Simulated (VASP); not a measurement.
# SnBr4Cl: relaxation of cell and atoms with PBE

The system is SnBr4Cl.

```
Sn Br Cl
1.0
     3.95918    0.00000    0.00000
     0.00000    3.95918    0.00000
     0.00000    0.00000   11.54811
Sn Br Cl
1 4 1
Direct
  0.50000 0.50000 0.64672
  0.50000 0.50000 0.24333
  0.00000 0.00000 0.74408
  0.50000 0.50000 0.91825
  0.00000 0.00000 0.07552
  0.00000 0.00000 0.37210
```

The cell was generated, and may not be a known phase.

| Item | Value |
| --- | --- |
| Program | VASP 6.6.1 |
| Task | relaxation of cell and atoms |
| Functional | PBE |
| Potentials or basis | VASP PAW PBE potentials, release 64 (Sn_d, Br, Cl) |
| Cutoff | 600 eV |
| k mesh | 4 × 4 × 2 |
| Occupations | gaussian, width 0.1 eV |
| Spin | no spin polarisation |
| Dipole correction | no |
| Further INCAR settings | ALGO = Normal; EDIFF = 1e-06; IBRION = 2; EDIFFG = -0.04; NSW = 90; ISIF = 3 |

* Relaxed volume: 41.26 Å³/atom
* Relaxed cell: a = 4.517 Å, b = 4.517 Å, c = 12.130 Å, α = 90.00°, β = 90.00°, γ = 90.00°
* Space group after relaxing (to 0.1 Å): P4mm (No. 99)
* Pressure after relaxing: 0.0 GPa
* Largest force after relaxing: 0.038 eV/Å
* Band gap on the k mesh: zero (an odd number of electrons rules out a gap without spin polarisation)

Forces in eV/Å, atoms in the order of the input:
```
Sn   0.000  0.000  0.007
Br   0.000  0.000  0.016
Br   0.000  0.000 -0.035
Br   0.000  0.000 -0.015
Br   0.000  0.000 -0.011
Cl   0.000  0.000  0.038
```

Stress tensor (GPa, compression positive):
```
-0.04  0.00  0.00
 0.00 -0.04  0.00
 0.00  0.00  0.09
```

Final structure:
```yaml
crystal:
  lattice:
    - [4.51750, 0.00000, 0.00000]
    - [0.00000, 4.51750, 0.00000]
    - [0.00000, 0.00000, 12.12965]
  atoms:
    - { symbol: Sn, position: [0.50000, 0.50000, 0.66483] }
    - { symbol: Br, position: [0.50000, 0.50000, 0.18955] }
    - { symbol: Br, position: [0.00000, 0.00000, 0.65419] }
    - { symbol: Br, position: [0.50000, 0.50000, 0.87182] }
    - { symbol: Br, position: [0.00000, 0.00000, 0.22026] }
    - { symbol: Cl, position: [0.00000, 0.00000, 0.39934] }
```

Levels at points of the mesh, in eV from the Fermi level:
```csv
k point,band 22,band 23,band 24,band 25,band 26,band 27
"(0.00, 0.00, 0.00)",-1.56,-1.11,0.11,0.11,1.06,3.51
"(0.50, 0.00, 0.00)",-1.42,-1.21,-1.16,-0.89,0.63,1.00
"(0.50, 0.50, 0.00)",-1.96,-0.96,0.45,0.45,1.01,3.57
"(0.00, 0.00, 0.50)",-1.56,-1.14,0.11,0.11,1.04,3.39
"(0.50, 0.00, 0.50)",-1.41,-1.24,-1.16,-0.87,0.66,0.98
"(0.50, 0.50, 0.50)",-1.98,-0.93,0.46,0.46,1.00,3.57
```

Wall time 85 min on 1 thread of AMD EPYC 7R43 64-Core Processor (Zen 3), on a shared host, peak memory 0.32 GiB.

Caveat: the k points lie up to 0.35 Å⁻¹ apart in the final cell, too coarse for converged energies and pressures of a metal; the volume moved by over 15 % at a fixed basis, so the end points are rough; spin-orbit coupling is left out, which moves the levels of the heavy elements; this functional lacks dispersion, which binds layers or chains, so the pressure and a relaxed spacing across them are unreliable; an odd number of electrons without spin polarisation forces a metal; a magnetic or distorted state may lie lower.
